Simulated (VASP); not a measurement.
Runs of VASP 6.6.1 on InSb. The structure is that of space group F-43m (No. 216), or close to it. The cells are those of the table. 

| cell | gap on the mesh (eV) | pressure (GPa) |
| --- | --- | --- |
| a = 4.558, b = 4.558, c = 4.581 Å, angles 59.8, 59.8, 60.3°, 2 atoms | (b) | (a) |
| a = 4.627, b = 4.627, c = 4.581 Å, angles 60.3, 60.3, 59.3°, 2 atoms | none | 2.1 |
| a = 4.650, b = 4.650, c = 4.581 Å, angles 60.5, 60.5, 59.0°, 2 atoms | none | 1.7 |
| a = 4.604, b = 4.604, c = 4.581 Å, angles 60.2, 60.2, 59.7°, 2 atoms | none | 2.6 |
| a = 4.662, b = 4.662, c = 4.581 Å, angles 60.6, 60.6, 58.9°, 2 atoms | none | 1.5 |

Alike in all rows: task single point; level PBE; potentials or basis VASP PAW PBE potentials, release 64 (In_d, Sb); no spin polarisation; k mesh 12 × 12 × 12; cutoff (eV) 520; smearing gaussian 0.15 eV.

**Question.** Fill in the values left out.

**Answer.** (a) 3.6; (b) 0.05.

Caveats: semilocal functionals underestimate gaps, and a narrow one can read as zero; spin-orbit coupling is left out, which moves the levels of the heavy elements; the cell stands under pressure (at least some runs); the smearing spreads over this small gap (at least some runs).

A k mesh can miss the band edges, and the runs leave out spin-orbit coupling on In, Sb.

A gap of «none» marks levels without a gap at the run's occupations.
